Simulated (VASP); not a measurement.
# Rb2HgN (P4/mmm) in VASP: single point with PBE

Aim: the single point of Rb2HgN with PBE.

Everything below comes from runs of VASP 6.6.1. Logs are shortened: lines on timing, memory, paths and dates and some standing lists are left out, and cuts for length are marked.

## (1) The cell of the first run

The structure is tetragonal, space group P4/mmm (No. 123). The conventional cell has a = 4.749 Å, b = 4.749 Å, c = 5.814 Å, α = 90.00°, β = 90.00°, γ = 90.00°. Within 3.8 Å of Rb (site symmetry 4/mmm) lie 2 N at 2.91 Å and 4 Rb at 3.36 Å. Within 3.8 Å of Rb (site symmetry 4/mmm) lie 2 Hg at 2.91 Å and 4 Rb at 3.36 Å. Hg (site symmetry 4/mmm) has 2 Rb at 2.91 Å and 4 N at 3.36 Å within 3.8 Å. N (site symmetry 4/mmm) has 2 Rb at 2.91 Å and 4 Hg at 3.36 Å within 3.8 Å.

The cell was built from a structure type or drawn by symmetry, and may not be a known phase.

## (2) Single point, PBE

Contents of INCAR:

```
PREC     = Accurate       # precision mode
ENCUT    = 520            # plane-wave cutoff, eV
EDIFF    = 1E-7           # SCF threshold, eV
ISMEAR   = 0              # smearing method
SIGMA    = 0.1            # smearing width, eV
LREAL    = False          # projectors in reciprocal space
LASPH    = True           # aspherical terms in the spheres
NELM     = 100            # most SCF steps
ALGO     = Normal         # electronic algorithm
ISIF     = 2              # what is computed and relaxed
LWAVE    = False          # write WAVECAR
LCHARG   = False          # write CHGCAR
GGA      = PE             # functional
NBANDS   = 26             # bands
```

Contents of KPOINTS:

```
regular mesh
0
Gamma
  4 4 4
```

Contents of POSCAR:

```
Rb2HgN
1.0
    4.7486495000      0.0000000000      0.0000000000
    0.0000000000      4.7486495000      0.0000000000
    0.0000000000      0.0000000000      5.8143662500
Rb Hg N
2 1 1
Direct
    0.0000000000      0.0000000000      0.0000000000
    0.5000000000      0.5000000000      0.0000000000
    0.5000000000      0.5000000000      0.5000000000
    0.0000000000      0.0000000000      0.5000000000
```

Potentials or basis: VASP PAW PBE potentials, release 64 (Rb_sv, Hg, N).

Command:

```bash
$ cat potpaw_PBE.64/Rb_sv/POTCAR potpaw_PBE.64/Hg/POTCAR potpaw_PBE.64/N/POTCAR > POTCAR
$ mpirun -np 1 vasp_std > vasp.out
```

OUTCAR:

```text
PREC = Accurate
   ENCUT = 520
   EDIFF = 1E-7
   ISMEAR = 0
   LREAL = False
   LASPH = True
   NELM = 100
   ISIF = 2
   GGA = PE

 ion  position               nearest neighbor table
   1  0.000  0.000  0.000-   4 2.91   4 2.91   2 3.36   2 3.36   2 3.36   2 3.36   3 4.44   3 4.44
                             3 4.44   3 4.44   3 4.44   3 4.44   3 4.44   3 4.44
   2  0.500  0.500  0.000-   3 2.91   3 2.91   1 3.36   1 3.36   1 3.36   1 3.36
   3  0.500  0.500  0.500-   2 2.91   2 2.91   1 4.44   1 4.44   1 4.44   1 4.44   1 4.44   1 4.44
                             1 4.44   1 4.44
   4  0.000  0.000  0.500-   1 2.91   1 2.91

  LATTYP: Found a simple tetragonal cell.
 ALAT       =     4.7486495000
 C/A-ratio  =     1.2244252287

  Lattice vectors:

 A1 = (   4.7486495000,   0.0000000000,   0.0000000000)
 A2 = (   0.0000000000,   4.7486495000,   0.0000000000)
 A3 = (   0.0000000000,   0.0000000000,   5.8143662500)

Analysis of symmetry for initial positions (statically):
=====================================================================
 Subroutine PRICEL returns:
 Original cell was already a primitive cell.

 Routine SETGRP: Setting up the symmetry group for a
 simple tetragonal supercell.

 Subroutine GETGRP returns: Found 16 space group operations
 (whereof 16 operations were pure point group operations)
 out of a pool of 16 trial point group operations.

The static configuration has the point symmetry D_4h.

Analysis of symmetry for dynamics (positions and initial velocities):
=====================================================================
 Subroutine PRICEL returns:
 Original cell was already a primitive cell.

 Routine SETGRP: Setting up the symmetry group for a
 simple tetragonal supercell.

 Subroutine GETGRP returns: Found 16 space group operations
 (whereof 16 operations were pure point group operations)
 out of a pool of 16 trial point group operations.

The dynamic configuration has the point symmetry D_4h.

 Subroutine INISYM returns: Found 16 space group operations
 (whereof 16 operations are pure point group operations),
 and found     1 'primitive' translations

----------------------------------------------------------------------------------------

                                     Primitive cell

  volume of cell :     131.1121

  direct lattice vectors                    reciprocal lattice vectors
     4.748649500  0.000000000  0.000000000     0.210586189  0.000000000  0.000000000
     0.000000000  4.748649500  0.000000000     0.000000000  0.210586189  0.000000000
     0.000000000  0.000000000  5.814366250     0.000000000  0.000000000  0.171987790

  length of vectors
     4.748649500  4.748649500  5.814366250     0.210586189  0.210586189  0.171987790

  position of ions in fractional coordinates (direct lattice)
     0.000000000  0.000000000  0.000000000
     0.500000000  0.500000000  0.000000000
     0.500000000  0.500000000  0.500000000
     0.000000000  0.000000000  0.500000000

  ion indices of the primitive-cell ions
   primitive index   ion index
                 1           1
                 2           2
                 3           3
                 4           4

----------------------------------------------------------------------------------------

 KPOINTS: regular mesh

Automatic generation of k-mesh.
 Grid dimensions read from file:
 generate k-points for:    4    4    4

 Generating k-lattice:

  Cartesian coordinates                     Fractional coordinates (reciprocal lattice)
     0.052646547  0.000000000  0.000000000     0.250000000  0.000000000  0.000000000
     0.000000000  0.052646547  0.000000000     0.000000000  0.250000000  0.000000000
     0.000000000  0.000000000  0.042996947     0.000000000  0.000000000  0.250000000

  Length of vectors
     0.052646547  0.052646547  0.042996947

  Shift w.r.t. Gamma in fractional coordinates (k-lattice)
     0.000000000  0.000000000  0.000000000

 Subroutine IBZKPT returns following result:
 ===========================================

 Found     18 irreducible k-points:

 Following reciprocal coordinates:
            Coordinates               Weight
  0.000000  0.000000  0.000000      1.000000
  0.250000  0.000000  0.000000      4.000000
  0.500000  0.000000  0.000000      2.000000
  0.250000  0.250000  0.000000      4.000000
  0.500000  0.250000  0.000000      4.000000
  0.500000  0.500000  0.000000      1.000000
[... 10 lines left out ...]
  0.500000  0.250000  0.500000      4.000000
  0.500000  0.500000  0.500000      1.000000
   k-points           NKPTS =     18   k-points in BZ     NKDIM =     18   number of bands    NBANDS=     26
   number of dos      NEDOS =    301   number of ions     NIONS =      4
   total plane-waves  NPLWV =  62208
   dimension x,y,z NGX =    36 NGY =   36 NGZ =   48
   dimension x,y,z NGXF=    72 NGYF=   72 NGZF=   96
   ions per type =               2   1   1
   NGX,Y,Z   is equivalent  to a cutoff of  12.60, 12.60, 13.72 a.u.
   NGXF,Y,Z  is equivalent  to a cutoff of  25.21, 25.21, 27.45 a.u.
 SYSTEM =  unknown system
   PREC   = accura    normal or accurate (medium, high low for compatibility)
   ISTART =      0    job   : 0-new  1-cont  2-samecut
   ICHARG =      2    charge: 1-file 2-atom 10-const
   ISPIN  =      1    spin polarized calculation?
   LNONCOLLINEAR =      F non collinear calculations
   LSORBIT =      F    spin-orbit coupling
   LASPH  =      T    aspherical Exc in radial PAW
   ENCUT  =  520.0 eV  38.22 Ry    6.18 a.u.   8.83  8.83 10.81*2*pi/ulx,y,z
   NELM   =    100;   NELMIN=  2; NELMDL= -5     # of ELM steps
   EDIFF  = 0.1E-06   stopping-criterion for ELM
   LREAL  =      F    real-space projection
   EDIFFG = 0.1E-05   stopping-criterion for IOM
   NSW    =      0    number of steps for IOM
   IBRION =     -1    ionic relax: 0-MD 1-quasi-New 2-CG
   NFREE  =      0    steps in history (QN), initial steepest desc. (CG)
   ISIF   =      2    stress and relaxation
   ISYM   =      2    0-nonsym 1-usesym 2-fastsym
   POTIM  = 0.5000    time-step for ionic-motion
   TEBEG  =    0.0;   TEEND  =   0.0 temperature during run
   PSTRESS=    0.0 pullay stress
   NELECT =      35.0000    total number of electrons
   NUPDOWN=      -1.0000    fix difference up-down
   EMIN   =  10.00;   EMAX   =-10.00  energy-range for DOS
   EFERMI =   0.00;   METHOD = LEGACY
   ISMEAR =     0;   SIGMA  =   0.10  broadening in eV -4-tet -1-fermi 0-gaus
   EFERMI_NEDOS =   21; number of points for ismear=-14 and -15
   IALGO  =     38    algorithm
   IMIX   =      4    mixing-type and parameters
     AMIX     =   0.40;   BMIX     =  1.00
     AMIX_MAG =   1.60;   BMIX_MAG =  1.00
  volume/ion in A,a.u.               =      32.78       221.20
  Fermi-wavevector in a.u.,A,eV,Ry     =   1.054104  1.991967 15.117902  1.111134
  Thomas-Fermi vector in A             =   2.189251
   LORBIT       =      0    0 simple, 1 ext, 2 COOP (PROOUT), +10 PAW based schemes
   GGA     = PE    functional components
   LHFCALC =     F    Hartree Fock is set to
   AEXX    =    0.0000 exact exchange contribution
   IVDW    =     0    specifies the selected vdW correction
   LEPSILON=     F    determine dielectric tensor
   LRPA    =     F    only Hartree local field effects (RPA)
 non-spin polarized calculation
 Gauss-broadening in eV      SIGMA  =   0.10
  energy-cutoff  :      520.00
  volume of cell :      131.11
 maximum number of plane-waves:      3584
 NGX is ok and might be reduce to    36
   NGX = 17   NGY = 17   NGZ = 21

 number of electron      35.0000002 magnetization

 Free energy of the ion-electron system (eV)
  ---------------------------------------------------
  ext. energy  EPLUGINS =         0.00000000
  ---------------------------------------------------
  free energy    TOTEN  =        -4.79901092 eV

  energy without entropy =       -4.77784005  energy(sigma->0) =       -4.78842549

 E-fermi :   1.4499     XC(G=0):  -8.0246

 val. band max:        1.4451359961   @ k =   0.5000   0.2500   0.0000
 cond. band min:       1.4642034202   @ k =   0.5000   0.0000   0.2500
 fundamental gap:      0.0190674242
 Fermi energy:         1.4499336027

 k-point     1 :       0.0000    0.0000    0.0000
  band No.  band energies     occupation
      1     -28.2492      2.00000
      2     -27.2318      2.00000
      3     -12.7341      2.00000
      4     -12.7341      2.00000
      5     -12.3630      2.00000
      6     -11.2456      2.00000
[... 18 lines left out ...]
     25       6.5687      0.00000
     26       6.5687      0.00000

 k-point     2 :       0.2500    0.0000    0.0000
  band No.  band energies     occupation
      1     -28.2344      2.00000
      2     -27.2471      2.00000
      3     -12.6416      2.00000
      4     -12.6080      2.00000
      5     -12.3443      2.00000
      6     -11.4643      2.00000
[... 18 lines left out ...]
     25       5.4707      0.00000
     26       6.2792      0.00000

 k-point     3 :       0.5000    0.0000    0.0000
  band No.  band energies     occupation
      1     -28.2191      2.00000
      2     -27.2629      2.00000
      3     -12.5020      2.00000
      4     -12.4321      2.00000
      5     -12.3252      2.00000
      6     -11.7247      2.00000
[... 18 lines left out ...]
     25       6.0602      0.00000
     26       6.2463      0.00000

 k-point     4 :       0.2500    0.2500    0.0000
  band No.  band energies     occupation
      1     -28.2257      2.00000
      2     -27.2536      2.00000
      3     -12.8589      2.00000
      4     -12.4811      2.00000
      5     -12.3321      2.00000
      6     -11.6655      2.00000
[... 18 lines left out ...]
     25       5.9636      0.00000
     26       6.0362      0.00000
[... 322 lines left out ...]
      1     -28.2207      2.00000
      2     -27.2532      2.00000
      3     -12.8647      2.00000
      4     -12.5602      2.00000
      5     -12.4891      2.00000
      6     -11.6636      2.00000
[... 18 lines left out ...]
     25       6.2086      0.00000
     26       6.9024      0.00000

 k-point    17 :       0.5000    0.2500    0.5000
  band No.  band energies     occupation
      1     -28.2118      2.00000
      2     -27.2598      2.00000
      3     -12.7915      2.00000
      4     -12.7735      2.00000
      5     -12.5456      2.00000
      6     -11.3608      2.00000
[... 18 lines left out ...]
     25       5.1051      0.00000
     26       7.3384      0.00000

 k-point    18 :       0.5000    0.5000    0.5000
  band No.  band energies     occupation
      1     -28.2095      2.00000
      2     -27.2571      2.00000
      3     -12.9857      2.00000
      4     -12.9857      2.00000
      5     -12.5396      2.00000
      6     -11.2620      2.00000
[... 18 lines left out ...]
     25       5.0840      0.00000
     26       6.9329      0.00000

------------------------ aborting loop because EDIFF is reached ----------------------------------------

  FORCE on cell =-STRESS in cart. coord.  units (eV):
  Direction    XX          YY          ZZ          XY          YZ          ZX
  --------------------------------------------------------------------------------------
  -------------------------------------------------------------------------------------
  Total        1.8021613      1.8021613      2.1312565      0.0000000      0.0000000      0.0000000
  in kB       22.0222470     22.0222470     26.0437597      0.0000000      0.0000000      0.0000000
  external PRESSURE =      23.3627512 kB  Pullay stress =       0.0000000 kB

 VOLUME and BASIS-vectors are now :
 -----------------------------------------------------------------------------
  energy-cutoff  :      520.00
  volume of cell :      131.11
      direct lattice vectors                 reciprocal lattice vectors
     4.748649500  0.000000000  0.000000000     0.210586189  0.000000000  0.000000000
     0.000000000  4.748649500  0.000000000     0.000000000  0.210586189  0.000000000
     0.000000000  0.000000000  5.814366250     0.000000000  0.000000000  0.171987790

 POSITION                                       TOTAL-FORCE (eV/Angst)
 -----------------------------------------------------------------------------------
      0.00000      0.00000      0.00000         0.000000      0.000000      0.000000
      2.37432      2.37432      0.00000         0.000000      0.000000      0.000000
      2.37432      2.37432      2.90718         0.000000      0.000000      0.000000
      0.00000      0.00000      2.90718         0.000000      0.000000      0.000000
 -----------------------------------------------------------------------------------
    total drift:                                0.000000      0.000000      0.000000

  FREE ENERGIE OF THE ION-ELECTRON SYSTEM (eV)
  ---------------------------------------------------
  free  energy   TOTEN  =        -4.7990109249 eV

  energy  without entropy=       -4.7778400534  energy(sigma->0) =       -4.78842549
```

It took 99 s on 1 thread of Intel Xeon 8259CL, shared host; peak memory 0.27 GiB.

Results:

```yaml
Free_energy: -4.7990 eV
Pressure: 2.3 GPa
Band_gap_on_the_k_mesh: zero (an odd number of electrons rules out a gap without spin polarisation)
```

Caveat: spin-orbit coupling is left out, which moves the levels of the heavy elements.
